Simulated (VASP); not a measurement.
Wanted: the native input for a VASP 6.6.1 run.

```
Task                   : single point
Functional             : LDA
Potentials or basis    : VASP PAW LDA potentials, release 64 (Si)
Cutoff                 : 520 eV
k mesh                 : 22 × 22 × 22
Occupations            : gaussian, width 0.15 eV
Spin                   : no spin polarisation
Dipole correction      : no
Further INCAR settings : ALGO = Normal; EDIFF = 1e-06; NBANDS = 8
```

The structure of Si lies in POSCAR:

```
Si
1.0
   -1.5201893106      1.5201893106      1.3203298500
    1.5201893106     -1.5201893106      1.3203298500
    1.7336405494      1.7336405494     -1.3203298500
Si
1
Direct
    0.0000000000      0.0000000000      0.0000000000
```

This cell differs from its parent crystal: strain +0.1312 x Voigt [0, 0, 0, 0, 0, 1].

One way to write it, as run:

INCAR

```
SYSTEM = Si
  PREC = Accurate
  ENCUT = 520
  EDIFF = 1E-6
  ISMEAR = 0
  SIGMA = 0.15
  LREAL = .False.
  LASPH = .True.
  NELM = 100
  ALGO = Normal
  ISIF = 2
  LWAVE = .False.
  LCHARG = .False.
  NBANDS = 8
```

KPOINTS

```
regular mesh
0
Gamma
  22 22 22
  0 0 0
```

Potentials or basis: VASP PAW LDA potentials, release 64 (Si).

The run is started by

```console
$ cat potpaw_LDA.64/Si/POTCAR > POTCAR
$ mpirun -np 1 vasp_std > vasp.out
```

It gave:

```json
{"Pressure": "1.8 GPa", "Band gap on the k mesh": "zero (band 2 reaches 18.05 eV, above the bottom of band 3 at 7.08 eV)"}
```

Caveat: the cell differs from its parent crystal (strain +0.1312 x Voigt [0, 0, 0, 0, 0, 1]).

Wall time 71 s on 1 thread of AMD EPYC 9R45 96-Core Processor (Zen 5) (shared host), peak memory 0.21 GiB.
